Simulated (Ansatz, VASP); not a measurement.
## SnTe: VASP beside Ansatz

INCAR

```
SYSTEM = SnTe
  ALGO = Normal
  EDIFF = 1E-8
  ENCUT = 520
  GGA = PS
  ISIF = 2
  ISMEAR = -1
  LASPH = .TRUE.
  LCHARG = .FALSE.
  LEFG = .TRUE.
  LREAL = .FALSE.
  LWAVE = .FALSE.
  NBANDS = 17
  NELM = 60
  PREC = Accurate
  SIGMA = 0.08
```

The input KPOINTS:

```
k-points
0
G
  11 11 11
  0 0 0
```

Contents of POSCAR:

```
SnTe
1.0
    0.0000000000      3.1669867880      3.1669867880
    3.1669867880      0.0000000000      3.1669867880
    3.1669867880      3.1669867880      0.0000000000
Sn Te
1 1
Direct
    0.0000000000      0.0000000000      0.0000000000
    0.5000000000      0.5000000000      0.5000000000
```

Input for Ansatz:

```yaml
crystal:
  lattice:
    - [0.0, 3.166986788, 3.166986788]
    - [3.166986788, 0.0, 3.166986788]
    - [3.166986788, 3.166986788, 0.0]
  atoms:
    - { symbol: Sn, position: [0.0, 0.0, 0.0] }
    - { symbol: Te, position: [0.5, 0.5, 0.5] }
kpoints:
  mp_grid: { grid: [11, 11, 11] }
scf:
  occupations: { method: fermi_dirac, width: 0.08 }
hamiltonian:
  xc: pbesol
  pseudopotentials: { kind: all_electron, datasets: crystal }
output:
  forces: true
  stress: true
  eigenvalues: true
  efg: { contact_densities: true }
```

Change from the starting cell: volume scaled by 1.01, crystal datasets.

Alike in both runs: task electric field gradients; functional PBEsol; k mesh 11 × 11 × 11; occupations fermi-dirac, width 0.08 eV; no spin polarisation.

```csv
,VASP,Ansatz
version,VASP 6.6.1,Ansatz 0.2.0
potentials or method,"VASP PAW PBE potentials, release 64 (Sn_d, Te), cutoff 520 eV","all-electron PAW with datasets made for the crystal, scalar-relativistic"
```

```csv
,VASP,Ansatz,Ansatz less VASP
pressure (GPa),-1.0,-1.0,0.00
```

VASP's potentials were made for PBE, not for PBEsol. Ansatz ran all-electron here, and VASP with PAW potentials.

Spin-orbit coupling is off throughout.
